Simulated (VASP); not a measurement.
Here is a VASP 6.6.1 calculation.

The input INCAR:

```
PREC = Accurate ; ENCUT = 500
EDIFF = 1E-6 ; ISMEAR = 0
SIGMA = 0.02 ; LREAL = F
LASPH = T ; NELM = 120
ALGO = Normal ; ISIF = 2
LWAVE = F ; LCHARG = F
GGA = PS ; NBANDS = 15
GGA_COMPAT = F
```

The input KPOINTS:

```
regular mesh
0
Gamma
  8 8 8
```

POSCAR

```
CaS
1.0
    0.0000000000      2.7987913500      2.7987913500
    2.7987913500      0.0000000000      2.7987913500
    2.7987913500      2.7987913500      0.0000000000
Ca S
1 1
Direct
    0.0000000000      0.0000000000      0.0000000000
    0.5000000000      0.5000000000      0.5000000000
```

Potentials or basis: VASP PAW PBE potentials, release 64 (Ca_sv, S).

Run with:

```sh
$ cat potpaw_PBE.64/Ca_sv/POTCAR potpaw_PBE.64/S/POTCAR > POTCAR
$ mpirun -np 1 vasp_std > vasp.out
```

Question: Predict the pressure.

Answer: 1.4 GPa.

Question: What does it give for the band gap on the k mesh?

Answer: 2.10 eV, indirect (least direct gap 2.96 eV).

Caveat: the cell differs from its parent crystal (strained); the PAW data sets were made with another functional, which shifts forces and pressure a little. A k mesh can miss the band edges.
